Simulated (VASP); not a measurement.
A run of VASP 6.6.1 is set up as follows.

File INCAR:

```
SYSTEM = Mg9O8
PREC     = Accurate       ! precision mode
ENCUT    = 750            ! plane-wave cutoff, eV
EDIFF    = 1E-6           ! SCF threshold, eV
ISMEAR   = 0              ! smearing method
SIGMA    = 0.05           ! smearing width, eV
LREAL    = Auto         
LASPH    = .True.         ! aspherical terms in the spheres
NELM     = 120            ! most SCF steps
ALGO     = Normal         ! electronic algorithm
ISIF     = 2              ! what is computed and relaxed
LWAVE    = .False.        ! write WAVECAR
LCHARG   = .False.        ! write CHGCAR
GGA      = PE             ! functional
NBANDS   = 83             ! bands
GGA_COMPAT= .False.
```

Contents of KPOINTS:

```
regular mesh
0
Gamma
  2 2 2
  0 0 0
```

File POSCAR:

```
Mg9O8
1.0
    0.0000000000      4.0260000000      4.0260000000
    4.0260000000      0.0000000000      4.0260000000
    4.0260000000      4.0260000000      0.0000000000
Mg O
9 8
Direct
   -0.0108650025      0.0073411575      0.0013843766
    0.1235986090     -0.0417019374      0.4596780924
   -0.0108351962      0.5021874069      0.0013260060
   -0.0112334824      0.5015457029      0.5082076503
    0.4856475410     -0.0112839046      0.0368822653
    0.4862199454     -0.0113848733      0.4893133383
    0.4735238450      0.5081199702      0.0100933929
    0.4862419275      0.5357563338      0.4893002981
    0.7005858172      0.0990560109      0.6011297814
    0.2483426478      0.2696086687      0.2413948087
    0.2672807998      0.2439519374      0.7447177099
    0.2484398907      0.7405551416      0.2413566816
    0.2496862891      0.7400854446      0.7700645802
    0.7145598609      0.2771636860      0.2313348236
    0.7127110035      0.2786705166      0.7782780676
    0.7558884749      0.7478442623      0.2484113264
    0.7126059364      0.7302174615      0.7784983855
```

Potentials or basis: VASP PAW PBE potentials, release 64 (Mg_sv, O).

The run is started by

```bash
$ cat potpaw_PBE.64/Mg_sv/POTCAR potpaw_PBE.64/O/POTCAR > POTCAR
$ mpirun -np 1 vasp_std > vasp.out
```

(1) Estimate the pressure.

(2) Predict the largest force.

(3) Predict the band gap on the k mesh.

Results:

(1) 86.8 GPa.

(2) 0.035 eV/Å.

(3) zero (bands 69 and 70 overlap by 0.14 eV).

Caveat: the k points lie up to 0.68 Å⁻¹ apart.
